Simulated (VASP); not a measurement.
A run of VASP 6.6.1:

Contents of INCAR:

```
  PREC = Accurate
  ENCUT = 520
  EDIFF = 1E-6
  ISMEAR = -1
  SIGMA = 0.1
  LREAL = F
  LASPH = T
  NELM = 100
  ALGO = Normal
  ISIF = 2
  LWAVE = F
  LCHARG = F
  NBANDS = 19
```

File KPOINTS:

```
Automatic mesh
0
Gamma
  17 17 8
```

The input POSCAR:

```
Cr
1.0
    2.4360082455      0.0000000000      0.0000000000
   -1.2180041228      2.1096450244      0.0000000000
    0.0000000000      0.0000000000      4.3453964652
Cr
2
Direct
    0.3333333333      0.6666666667      0.2500000000
    0.6666666667      0.3333333333      0.7500000000
```

Potentials or basis: VASP PAW LDA potentials, release 64 (Cr_pv).

Run with:

```bash
$ cat potpaw_LDA.64/Cr_pv/POTCAR > POTCAR
$ mpirun -np 1 vasp_std > vasp.out
```

Hardware: 1 thread of Intel(R) Xeon(R) Platinum 8488C (Sapphire Rapids), on a shared host.

Estimate the wall time of this run.

It took 33 s on 1 thread of Intel(R) Xeon(R) Platinum 8488C (Sapphire Rapids) (shared host), peak memory 0.16 GiB. Counts: scf iterations 12, k points 165.
